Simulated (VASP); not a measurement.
Wanted: the native input for a VASP 6.6.1 run.

```
Task                   : single point
Functional             : PBE
Potentials or basis    : VASP PAW PBE potentials, release 64 (Ga_d, F)
Cutoff                 : 520 eV
k mesh                 : 8 × 8 × 8
Occupations            : fermi-dirac, width 0.05 eV
Spin                   : no spin polarisation
Dipole correction      : no
Further INCAR settings : ALGO = Normal; EDIFF = 1e-07; NBANDS = 17
```

The structure of GaF lies in POSCAR:

```
GaF
1.0
    0.0000000000      2.8836948215      2.8836948215
    2.8836948215      0.0000000000      2.8836948215
    2.8836948215      2.8836948215      0.0000000000
Ga F
1 1
Direct
    0.2500000000      0.2500000000      0.2500000000
    0.0000000000      0.0000000000      0.0000000000
```

The input as run:

INCAR

```
ALGO = Normal
EDIFF = 1E-7
ENCUT = 520
GGA = PE
ISIF = 2
ISMEAR = -1
LASPH = T
LCHARG = F
LREAL = F
LWAVE = F
NBANDS = 17
NELM = 100
PREC = Accurate
SIGMA = 0.05
```

KPOINTS

```
k-points
0
Gamma
  8 8 8
```

Potentials or basis: VASP PAW PBE potentials, release 64 (Ga_d, F).

Launch:

```console
$ cat potpaw_PBE.64/Ga_d/POTCAR potpaw_PBE.64/F/POTCAR > POTCAR
$ mpirun -np 1 vasp_std > vasp.out
```

It gave:

* Pressure: -1.0 GPa
* Band gap on the k mesh: 2.42 eV, indirect (least direct gap 2.43 eV)

Wall time 12 s on 1 thread of Intel(R) Xeon(R) 6975P-C (Granite Rapids), on a shared host, peak memory 0.17 GiB.
